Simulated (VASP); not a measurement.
NaAl15HO24 (a cell with a defect), 41 atoms in the cell. The cell holds a defect, 41 atoms: a = 5.181 Å, b = 10.361 Å, c = 10.361 Å, α = 55.29°, β = 55.29°, γ = 55.29°. 

```yaml
Program: VASP 6.6.1
Task: single point
Functional: PBE
Potentials_or_basis: VASP PAW PBE potentials, release 64 (Al, Na_pv, O, H)
Cutoff: 520 eV
k_mesh: 1 × 1 × 1, shifted
Occupations: fermi-dirac, width 0.01 eV
Spin: no spin polarisation
Dipole_correction: no
Charge: 1
Further_INCAR_settings: LREAL = Auto; ALGO = Normal; EDIFF = 1e-06; NBANDS = 124; NELECT = 196.0
```

Potentials or basis: VASP PAW PBE potentials, release 64 (Al, Na_pv, O, H).

Launch:

```sh
$ cat potpaw_PBE.64/Al/POTCAR potpaw_PBE.64/Na_pv/POTCAR potpaw_PBE.64/O/POTCAR potpaw_PBE.64/H/POTCAR > POTCAR
$ mpirun -np 1 vasp_std > vasp.out
```

Hardware: 1 thread of Intel(R) Xeon(R) Platinum 8488C (Sapphire Rapids) (shared host).

Question: Estimate the wall time of this run.

Answer: Wall time 6.7 min on 1 thread of Intel(R) Xeon(R) Platinum 8488C (Sapphire Rapids), on a shared host, peak memory 0.56 GiB. Counts: scf iterations 38, k points 1.
